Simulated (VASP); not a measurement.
# Nb (Fm-3m) in VASP: notebook

Nb is run at these levels: PBE; tasks: single point.

All numbers are computed with VASP 6.6.1; they aren't measurements. Logs are shortened: lines on timing, memory, paths and dates and some standing lists are left out, and cuts for length are marked.

**1. The cell of the first run**

The structure is cubic, space group Fm-3m (No. 225). Conventional cell: a = 4.230 Å, b = 4.230 Å, c = 4.230 Å, α = 90.00°, β = 90.00°, γ = 90.00°. Within 3.9 Å of Nb (site symmetry m-3m) lie 12 Nb at 2.99 Å.

This isn't the form of Nb at room conditions, which is bcc.

**2. Single point, PBE**

INCAR reads:

```
PREC = Accurate ; ENCUT = 500
EDIFF = 1E-6 ; ISMEAR = 1
SIGMA = 0.05 ; LREAL = False
LASPH = True ; NELM = 120
ALGO = Normal ; ISIF = 2
LWAVE = False ; LCHARG = False
GGA = PE ; NBANDS = 12
GGA_COMPAT = False
```

KPOINTS reads:

```
Automatic mesh
0
Gamma
  3 3 3
```

POSCAR reads:

```
Nb
1.0
    0.0000000000      2.1150000000      2.1150000000
    2.1150000000      0.0000000000      2.1150000000
    2.1150000000      2.1150000000      0.0000000000
Nb
1
Direct
    0.0000000000      0.0000000000      0.0000000000
```

Potentials or basis: VASP PAW PBE potentials, release 64 (Nb_sv).

On the command line:

```
> cat potpaw_PBE.64/Nb_sv/POTCAR > POTCAR
> mpirun -np 1 vasp_std > vasp.out
```

OUTCAR:

```text
PREC = Accurate
   ENCUT = 500
   EDIFF = 1E-6
   ISMEAR = 1
   LREAL = False
   LASPH = True
   NELM = 120
   ISIF = 2
   GGA = PE

 ion  position               nearest neighbor table
   1  0.000  0.000  0.000-

  LATTYP: Found a face centered cubic cell.
 ALAT       =     4.2300000000

  Lattice vectors:

 A1 = (   0.0000000000,   2.1150000000,   2.1150000000)
 A2 = (   2.1150000000,   0.0000000000,   2.1150000000)
 A3 = (   2.1150000000,   2.1150000000,   0.0000000000)

Analysis of symmetry for initial positions (statically):
=====================================================================
 Subroutine PRICEL returns:
 Original cell was already a primitive cell.

 Routine SETGRP: Setting up the symmetry group for a
 face centered cubic supercell.

 Subroutine GETGRP returns: Found 48 space group operations
 (whereof 48 operations were pure point group operations)
 out of a pool of 48 trial point group operations.

The static configuration has the point symmetry O_h .

Analysis of symmetry for dynamics (positions and initial velocities):
=====================================================================
 Subroutine PRICEL returns:
 Original cell was already a primitive cell.

 Routine SETGRP: Setting up the symmetry group for a
 face centered cubic supercell.

 Subroutine GETGRP returns: Found 48 space group operations
 (whereof 48 operations were pure point group operations)
 out of a pool of 48 trial point group operations.

The dynamic configuration has the point symmetry O_h .

 Subroutine INISYM returns: Found 48 space group operations
 (whereof 48 operations are pure point group operations),
 and found     1 'primitive' translations

----------------------------------------------------------------------------------------

                                     Primitive cell

  volume of cell :      18.9217

  direct lattice vectors                    reciprocal lattice vectors
     0.000000000  2.115000000  2.115000000    -0.236406619  0.236406619  0.236406619
     2.115000000  0.000000000  2.115000000     0.236406619 -0.236406619  0.236406619
     2.115000000  2.115000000  0.000000000     0.236406619  0.236406619 -0.236406619

  length of vectors
     2.991061684  2.991061684  2.991061684     0.409468276  0.409468276  0.409468276

  position of ions in fractional coordinates (direct lattice)
     0.000000000  0.000000000  0.000000000

  ion indices of the primitive-cell ions
   primitive index   ion index
                 1           1

----------------------------------------------------------------------------------------

 KPOINTS: Automatic mesh

Automatic generation of k-mesh.
 Grid dimensions read from file:
 generate k-points for:    3    3    3

 Generating k-lattice:

  Cartesian coordinates                     Fractional coordinates (reciprocal lattice)
    -0.078802206  0.078802206  0.078802206     0.333333333  0.000000000  0.000000000
     0.078802206 -0.078802206  0.078802206     0.000000000  0.333333333  0.000000000
     0.078802206  0.078802206 -0.078802206     0.000000000  0.000000000  0.333333333

  Length of vectors
     0.136489425  0.136489425  0.136489425

  Shift w.r.t. Gamma in fractional coordinates (k-lattice)
     0.000000000  0.000000000  0.000000000

 Subroutine IBZKPT returns following result:
 ===========================================

 Found      4 irreducible k-points:

 Following reciprocal coordinates:
            Coordinates               Weight
  0.000000  0.000000  0.000000      1.000000
  0.333333  0.000000  0.000000      8.000000
  0.333333  0.333333  0.000000      6.000000
 -0.333333  0.333333  0.000000     12.000000
   k-points           NKPTS =      4   k-points in BZ     NKDIM =      4   number of bands    NBANDS=     12
   number of dos      NEDOS =    301   number of ions     NIONS =      1
   total plane-waves  NPLWV =  13824
   dimension x,y,z NGX =    24 NGY =   24 NGZ =   24
   dimension x,y,z NGXF=    48 NGYF=   48 NGZF=   48
   ions per type =               1
   NGX,Y,Z   is equivalent  to a cutoff of  13.34, 13.34, 13.34 a.u.
   NGXF,Y,Z  is equivalent  to a cutoff of  26.68, 26.68, 26.68 a.u.
 SYSTEM =  unknown system
   PREC   = accura    normal or accurate (medium, high low for compatibility)
   ISTART =      0    job   : 0-new  1-cont  2-samecut
   ICHARG =      2    charge: 1-file 2-atom 10-const
   ISPIN  =      1    spin polarized calculation?
   LNONCOLLINEAR =      F non collinear calculations
   LSORBIT =      F    spin-orbit coupling
   LASPH  =      T    aspherical Exc in radial PAW
   ENCUT  =  500.0 eV  36.75 Ry    6.06 a.u.   5.45  5.45  5.45*2*pi/ulx,y,z
   NELM   =    120;   NELMIN=  2; NELMDL= -5     # of ELM steps
   EDIFF  = 0.1E-05   stopping-criterion for ELM
   LREAL  =      F    real-space projection
   EDIFFG = 0.1E-04   stopping-criterion for IOM
   NSW    =      0    number of steps for IOM
   IBRION =     -1    ionic relax: 0-MD 1-quasi-New 2-CG
   NFREE  =      0    steps in history (QN), initial steepest desc. (CG)
   ISIF   =      2    stress and relaxation
   ISYM   =      2    0-nonsym 1-usesym 2-fastsym
   POTIM  = 0.5000    time-step for ionic-motion
   TEBEG  =    0.0;   TEEND  =   0.0 temperature during run
   PSTRESS=    0.0 pullay stress
   NELECT =      13.0000    total number of electrons
   NUPDOWN=      -1.0000    fix difference up-down
   EMIN   =  10.00;   EMAX   =-10.00  energy-range for DOS
   EFERMI =   0.00;   METHOD = LEGACY
   ISMEAR =     1;   SIGMA  =   0.05  broadening in eV -4-tet -1-fermi 0-gaus
   EFERMI_NEDOS =   21; number of points for ismear=-14 and -15
   IALGO  =     38    algorithm
   IMIX   =      4    mixing-type and parameters
     AMIX     =   0.40;   BMIX     =  1.00
     AMIX_MAG =   1.60;   BMIX_MAG =  1.00
  volume/ion in A,a.u.               =      18.92       127.69
  Fermi-wavevector in a.u.,A,eV,Ry     =   1.444560  2.729823 28.392005  2.086754
  Thomas-Fermi vector in A             =   2.562841
   LORBIT       =      0    0 simple, 1 ext, 2 COOP (PROOUT), +10 PAW based schemes
   GGA     = PE    functional components
   LHFCALC =     F    Hartree Fock is set to
   AEXX    =    0.0000 exact exchange contribution
   IVDW    =     0    specifies the selected vdW correction
   LEPSILON=     F    determine dielectric tensor
   LRPA    =     F    only Hartree local field effects (RPA)
 non-spin polarized calculation
 Methfessel and Paxton  Order N= 1 SIGMA  =   0.05
  energy-cutoff  :      500.00
  volume of cell :       18.92
 maximum number of plane-waves:       531
 NGX is ok and might be reduce to    24
   NGX = 11   NGY = 11   NGZ = 11

 number of electron      13.0000001 magnetization

 Free energy of the ion-electron system (eV)
  ---------------------------------------------------
  ext. energy  EPLUGINS =         0.00000000
  ---------------------------------------------------
  free energy    TOTEN  =        -9.53781994 eV

  energy without entropy =       -9.53746320  energy(sigma->0) =       -9.53770103

 E-fermi :  10.9070     XC(G=0): -12.2744

 val. band max:       10.8840693692   @ k =   0.0000   0.0000   0.0000
 cond. band min:      11.0229148197   @ k =   0.3333   0.0000   0.0000
 fundamental gap:      0.1388454504
 Fermi energy:        10.9070162540

 k-point     1 :       0.0000    0.0000    0.0000
  band No.  band energies     occupation
      1     -44.1212      2.00000
      2     -19.5125      2.00000
      3     -19.5125      2.00000
      4     -19.5125      2.00000
      5       4.6491      2.00000
      6      10.8841      1.69349
      7      10.8841      1.69344
      8      10.8841      1.69344
      9      13.4323      0.00000
     10      13.4323      0.00000
     11      22.6879      0.00000
     12      27.4043      0.00000

 k-point     2 :       0.3333    0.0000    0.0000
  band No.  band energies     occupation
      1     -43.9832      2.00000
      2     -20.3831      2.00000
      3     -19.6246      2.00000
      4     -19.6246      2.00000
      5       6.9475      2.00000
      6      10.6133      2.00000
      7      11.0229     -0.00502
      8      11.0229     -0.00502
      9      14.2368      0.00000
     10      14.2368      0.00000
     11      22.0568      0.00000
     12      25.0124      0.00000

 k-point     3 :       0.3333    0.3333    0.0000
  band No.  band energies     occupation
      1     -43.9379      2.00000
      2     -20.3342      2.00000
      3     -19.8196      2.00000
      4     -19.8196      2.00000
      5       7.2808      2.00000
      6       8.1669      2.00000
      7      11.9874      0.00000
      8      13.8966      0.00000
      9      13.8966      0.00000
     10      14.7868      0.00000
     11      25.1952      0.00000
     12      25.1952      0.00000

 k-point     4 :      -0.3333    0.3333    0.0000
  band No.  band energies     occupation
      1     -43.8907      2.00000
      2     -20.2857      2.00000
      3     -20.2757      2.00000
      4     -19.7784      2.00000
      5       8.2907      2.00000
      6       9.0973      2.00000
      7      10.5414      2.00000
      8      12.8314      0.00000
      9      14.4666      0.00000
     10      18.2972      0.00000
     11      21.8817      0.00000
     12      22.9725      0.00000

------------------------ aborting loop because EDIFF is reached ----------------------------------------

  FORCE on cell =-STRESS in cart. coord.  units (eV):
  Direction    XX          YY          ZZ          XY          YZ          ZX
  --------------------------------------------------------------------------------------
  -------------------------------------------------------------------------------------
  Total        1.0576158      1.0576158      1.0576158      0.0000000     -0.0000000      0.0000000
  in kB       89.5524332     89.5524332     89.5524332      0.0000000     -0.0000000      0.0000000
  external PRESSURE =      89.5524332 kB  Pullay stress =       0.0000000 kB

 VOLUME and BASIS-vectors are now :
 -----------------------------------------------------------------------------
  energy-cutoff  :      500.00
  volume of cell :       18.92
      direct lattice vectors                 reciprocal lattice vectors
     0.000000000  2.115000000  2.115000000    -0.236406619  0.236406619  0.236406619
     2.115000000  0.000000000  2.115000000     0.236406619 -0.236406619  0.236406619
     2.115000000  2.115000000  0.000000000     0.236406619  0.236406619 -0.236406619

 POSITION                                       TOTAL-FORCE (eV/Angst)
 -----------------------------------------------------------------------------------
      0.00000      0.00000      0.00000         0.000000      0.000000      0.000000
 -----------------------------------------------------------------------------------
    total drift:                               -0.000000      0.000000      0.000000

  FREE ENERGIE OF THE ION-ELECTRON SYSTEM (eV)
  ---------------------------------------------------
  free  energy   TOTEN  =        -9.5378199401 eV

  energy  without entropy=       -9.5374632018  energy(sigma->0) =       -9.53770103
```

Wall time 2.4 s (1 thread of Intel Xeon Platinum 8259CL at 2.50GHz (Skylake/Cascade Lake), shared host); peak memory 0.13 GiB.

Results:

| Item | Value |
| --- | --- |
| Free energy | -9.5378 eV |
| Pressure | 9.0 GPa |
| Band gap on the k mesh | zero (an odd number of electrons rules out a gap without spin polarisation) |

Caveat: the k points lie up to 0.86 Å⁻¹ apart, too coarse for converged energies and pressures of a metal.

**3. Single point, PBE**

INCAR reads:

```
SYSTEM = Nb
  PREC = Accurate
  ENCUT = 500
  EDIFF = 1E-6
  ISMEAR = 1
  SIGMA = 0.05
  LREAL = .False.
  LASPH = .True.
  NELM = 120
  ALGO = Normal
  ISIF = 2
  LWAVE = .False.
  LCHARG = .False.
  GGA = PE
  NBANDS = 12
  GGA_COMPAT = .False.
```

KPOINTS reads:

```
Automatic mesh
0
Gamma
  4 4 4
  0 0 0
```

POSCAR is that of step 2.

Potentials or basis: VASP PAW PBE potentials, release 64 (Nb_sv).

On the command line:

```
> cat potpaw_PBE.64/Nb_sv/POTCAR > POTCAR
> mpirun -np 1 vasp_std > vasp.out
```

Wall time 3.2 s (1 thread of Intel Xeon Platinum 8259CL at 2.50GHz (Skylake/Cascade Lake), shared host); peak memory 0.13 GiB.

The run converged. Its results:

```yaml
Free_energy: -9.8624 eV
Pressure: -0.7 GPa
Band_gap_on_the_k_mesh: zero (an odd number of electrons rules out a gap without spin polarisation)
```

Levels at points of the mesh, in eV from the Fermi level:
```csv
k point,band 2,band 3,band 4,band 5,band 6,band 7,band 8,band 9,band 10,band 11
"(0.00, 0.00, 0.00)",-30.17,-30.17,-30.17,-6.17,0.15,0.15,0.15,2.71,2.71,11.84
"(0.50, 0.00, 0.00)",-31.33,-30.32,-30.32,-3.77,-0.04,-0.04,1.37,4.64,4.64,10.37
"(0.50, 0.50, 0.00)",-31.25,-30.58,-30.58,-3.97,-3.24,3.57,4.63,5.20,5.20,11.23
```

Caveat: the k points lie up to 0.64 Å⁻¹ apart, too coarse for converged energies and pressures of a metal.

**4. Single point, PBE**

INCAR reads:

```
PREC     = Accurate       # precision mode
ENCUT    = 500            # plane-wave cutoff, eV
EDIFF    = 1E-6           # SCF threshold, eV
ISMEAR   = 1              # smearing method
SIGMA    = 0.05           # smearing width, eV
LREAL    = F              # projectors in reciprocal space
LASPH    = T              # aspherical terms in the spheres
NELM     = 120            # most SCF steps
ALGO     = Normal         # electronic algorithm
ISIF     = 2              # what is computed and relaxed
LWAVE    = F              # write WAVECAR
LCHARG   = F              # write CHGCAR
GGA      = PE             # functional
NBANDS   = 12             # bands
GGA_COMPAT= F
```

KPOINTS reads:

```
regular mesh
0
Gamma
  6 6 6
```

POSCAR is that of step 3.

On the command line:

```
> cat potpaw_PBE.64/Nb_sv/POTCAR > POTCAR
> mpirun -np 1 vasp_std > vasp.out
```

It took 3.8 s on 1 thread of Intel Xeon Platinum 8259CL at 2.50GHz (Skylake/Cascade Lake), shared host; peak memory 0.13 GiB.

It converged, with:

```yaml
Free_energy: -9.8965 eV
Pressure: -2.0 GPa
Band_gap_on_the_k_mesh: zero (an odd number of electrons rules out a gap without spin polarisation)
```

Levels at points of the mesh, in eV from the Fermi level:
| k point | band 2 | band 3 | band 4 | band 5 | band 6 | band 7 | band 8 | band 9 | band 10 | band 11 |
| --- | --- | --- | --- | --- | --- | --- | --- | --- | --- | --- |
| (0.00, 0.00, 0.00) | -30.22 | -30.22 | -30.22 | -6.20 | 0.10 | 0.10 | 0.10 | 2.67 | 2.67 | 11.80 |
| (0.50, 0.00, 0.00) | -31.37 | -30.37 | -30.37 | -3.81 | -0.08 | -0.08 | 1.34 | 4.60 | 4.60 | 10.33 |
| (0.50, 0.50, 0.00) | -31.29 | -30.63 | -30.63 | -4.00 | -3.28 | 3.53 | 4.59 | 5.15 | 5.15 | 11.19 |

Caveat: the k points lie up to 0.43 Å⁻¹ apart, too coarse for converged energies and pressures of a metal.

**5. Single point, PBE**

INCAR reads:

```
ALGO = Normal
EDIFF = 1E-6
ENCUT = 500
GGA = PE
GGA_COMPAT = False
ISIF = 2
ISMEAR = 1
LASPH = True
LCHARG = False
LREAL = False
LWAVE = False
NBANDS = 12
NELM = 120
PREC = Accurate
SIGMA = 0.05
```

KPOINTS reads:

```
k-points
0
Gamma
  7 7 7
```

POSCAR is that of step 4.

On the command line:

```
> cat potpaw_PBE.64/Nb_sv/POTCAR > POTCAR
> mpirun -np 1 vasp_std > vasp.out
```

Run time: 4.3 s. Hardware: 1 thread of Intel Xeon Platinum 8259CL at 2.50GHz (Skylake/Cascade Lake), shared host; peak memory 0.13 GiB.

The run converged. Its results:

```yaml
Free_energy: -9.9181 eV
Pressure: -2.7 GPa
Band_gap_on_the_k_mesh: zero (an odd number of electrons rules out a gap without spin polarisation)
```

Levels at points of the mesh, in eV from the Fermi level:
```tsv
k point	band 2	band 3	band 4	band 5	band 6	band 7	band 8	band 9	band 10	band 11
(0.00, 0.00, 0.00)	-30.24	-30.24	-30.24	-6.26	0.06	0.06	0.06	2.63	2.63	11.75
```

Caveat: the k points lie up to 0.37 Å⁻¹ apart, too coarse for converged energies and pressures of a metal.

**6. Single point, PBE**

INCAR reads:

```
SYSTEM = Nb
PREC = Accurate ; ENCUT = 500
EDIFF = 1E-6 ; ISMEAR = 1
SIGMA = 0.05 ; LREAL = .FALSE.
LASPH = .TRUE. ; NELM = 120
ALGO = Normal ; ISIF = 2
LWAVE = .FALSE. ; LCHARG = .FALSE.
GGA = PE ; NBANDS = 12
GGA_COMPAT = .FALSE.
```

KPOINTS reads:

```
Automatic mesh
0
G
  9 9 9
  0 0 0
```

POSCAR is that of step 5.

Potentials or basis: VASP PAW PBE potentials, release 64 (Nb_sv).

On the command line:

```
> cat potpaw_PBE.64/Nb_sv/POTCAR > POTCAR
> mpirun -np 1 vasp_std > vasp.out
```

It took 5.6 s on 1 thread of Intel Xeon Platinum 8259CL at 2.50GHz (Skylake/Cascade Lake), shared host; peak memory 0.14 GiB.

Results (log left out):

* Free energy: -9.8857 eV
* Pressure: -0.4 GPa
* Band gap on the k mesh: zero (an odd number of electrons rules out a gap without spin polarisation)

Levels at points of the mesh, in eV from the Fermi level:
| k point | band 2 | band 3 | band 4 | band 5 | band 6 | band 7 | band 8 | band 9 | band 10 | band 11 |
| --- | --- | --- | --- | --- | --- | --- | --- | --- | --- | --- |
| (0.00, 0.00, 0.00) | -30.20 | -30.20 | -30.20 | -6.18 | 0.13 | 0.13 | 0.13 | 2.69 | 2.69 | 11.85 |

[end of part 1 of 2]
